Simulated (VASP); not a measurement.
Set up this calculation in VASP 6.6.1, as the native input.

```
Task                   : single point
Functional             : PBEsol
Potentials or basis    : VASP PAW PBE potentials, release 64 (Ti_sv, Al)
Cutoff                 : 520 eV
k mesh                 : 2 × 2 × 2
Occupations            : gaussian, width 0.1 eV
Spin                   : no spin polarisation
Dipole correction      : no
Further INCAR settings : ALGO = Normal; EDIFF = 1e-06; NBANDS = 18
```

The structure of TiAl3 lies in POSCAR:

```
TiAl3
1.0
    2.8116683263     -0.0196588470     -0.0186566057
   -0.0324080002      4.6421640465     -0.0100864170
   -0.0321977504     -0.0105593121      4.9349421324
Ti Al
1 3
Direct
   -0.0267402667      0.4885473599      0.1760357973
    0.5033607929      0.5236931408      0.6745434641
    0.4735485346      0.0418715234      0.3082792194
    0.0048113747     -0.0030813399      0.8463180768
```

These files were run (other wordings do the same):

INCAR

```
PREC = Accurate
ENCUT = 520
EDIFF = 1E-6
ISMEAR = 0
SIGMA = 0.1
LREAL = False
LASPH = True
NELM = 100
ALGO = Normal
ISIF = 2
LWAVE = False
LCHARG = False
GGA = PS
NBANDS = 18
```

KPOINTS

```
regular mesh
0
Gamma
  2 2 2
```

Potentials or basis: VASP PAW PBE potentials, release 64 (Ti_sv, Al).

Command:

```sh
$ cat potpaw_PBE.64/Ti_sv/POTCAR potpaw_PBE.64/Al/POTCAR > POTCAR
$ mpirun -np 1 vasp_std > vasp.out
```

It gave:

The pressure is -0.7 GPa. The largest force is 2.023 eV/Å.

Caveat: the k points lie up to 1.12 Å⁻¹ apart; the PAW data sets were made with another functional, which shifts forces and pressure a little.

It took 9.4 s on 1 thread of Intel(R) Xeon(R) Platinum 8488C (Sapphire Rapids), on a shared host, peak memory 0.17 GiB.
